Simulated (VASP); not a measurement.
CaNb2O5:

```
Ca Nb O
1.0
     7.35836    0.00000    0.00000
    -3.67918    6.37252    0.00000
     0.00000    0.00000    4.42815
Ca Nb O
1 2 5
Cartesian
  0.0000 0.0000 0.0000
  0.0000 4.2483 2.2141
  3.6792 2.1242 2.2141
  0.0000 4.2483 4.0782
  -1.8396 3.1863 2.1906
  1.8396 3.1863 2.1906
  3.6792 0.0000 2.1906
  3.6792 2.1242 4.0782
```

* Program: VASP 6.6.1
* Task: relaxation of cell and atoms
* Functional: PBE
* Potentials or basis: VASP PAW PBE potentials, release 64 (Ca_sv, Nb_sv, O)
* Cutoff: 600 eV
* k mesh: 3 × 3 × 4
* Occupations: gaussian, width 0.1 eV
* Spin: no spin polarisation

At the start: pressure -16.4 GPa; volume 25.96 Å³/atom.

Task: How do energy, volume and symmetry change on relaxing?

Result: Over 15 steps the energy falls by 524.4 meV/atom and the volume is 18.76 Å³/atom (-27.7 %); space group P6mm (No. 183, to 0.05 Å).

The path:
```tsv
step	energy change (eV)	largest force (eV/Å)	pressure (GPa)	volume (Å³)
1	0.0000	2.8131	-16.36	207.64
2	3.8510	25.4867	45.86	137.72
3	-2.4139	4.0403	-3.88	174.75
4	-2.9877	0.7162	7.91	144.68
5	-3.4998	1.4435	-0.06	156.26
6	-3.9408	0.9673	-0.51	152.87
7	-4.1308	0.4798	1.50	148.43
8	-4.1428	0.5481	0.68	149.54
9	-4.1445	0.5386	0.85	149.26
10	-4.1666	0.2538	-1.05	151.14
11	-4.1667	0.2515	-0.99	151.06
12	-4.1858	0.2061	-0.03	150.07
13	-4.1871	0.2205	0.29	149.76
14	-4.1949	0.0651	0.01	150.00
15	-4.1951	0.0372	-0.04	150.05
```

Final structure:
```yaml
crystal:
  lattice:
    - [6.63619, 0.00000, 0.00000]
    - [-3.31809, 5.74711, 0.00000]
    - [0.00000, 0.00000, 3.93428]
  atoms:
    - { symbol: Ca, position: [0.00000, 0.00000, 0.00226] }
    - { symbol: Nb, position: [0.33333, 0.66667, 0.47669] }
    - { symbol: Nb, position: [0.66667, 0.33333, 0.47669] }
    - { symbol: O, position: [0.33333, 0.66667, 0.97556] }
    - { symbol: O, position: [0.00000, 0.50000, 0.47310] }
    - { symbol: O, position: [0.50000, 0.50000, 0.47310] }
    - { symbol: O, position: [0.50000, 0.00000, 0.47310] }
    - { symbol: O, position: [0.66667, 0.33333, 0.97556] }
```

Caveat: the volume moved by over 15 % at a fixed basis, so the end points are rough.
